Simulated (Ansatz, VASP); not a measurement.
# One calculation of Ni, two programs

```
CELL_PARAMETERS angstrom
-1.35547 1.35547 1.35547
1.35547 -1.35547 1.35547
1.35547 1.35547 -1.35547
ATOMIC_POSITIONS crystal
Ni 0.00000 0.00000 0.00000
```

Change from the starting cell: volume scaled by 0.94, no spin polarisation, PAW files.

Alike in both runs: task single point; functional LDA; k mesh 17 × 17 × 17; occupations fermi-dirac, width 0.05 eV; no spin polarisation.

|  | VASP | Ansatz |
| --- | --- | --- |
| version | VASP 6.6.1 | Ansatz 0.2.0 |
| potentials or method | VASP PAW LDA potentials, release 64 (Ni) | PAW with Ansatz's default frozen-core files, scalar-relativistic |
| plane-wave cutoff (eV) | 520 | 420 |
| valence electrons in the cell | 10 | 18 |

```tsv
	VASP	Ansatz	Ansatz less VASP
pressure (GPa)	2.0	2.1	+0.10
```

LDA's correlation is that of Perdew and Zunger in VASP and of Perdew and Wang (1992) in Ansatz. VASP's potentials hold 10 valence electrons a cell and Ansatz's 18, so a difference there can come from the potentials and not from the codes.
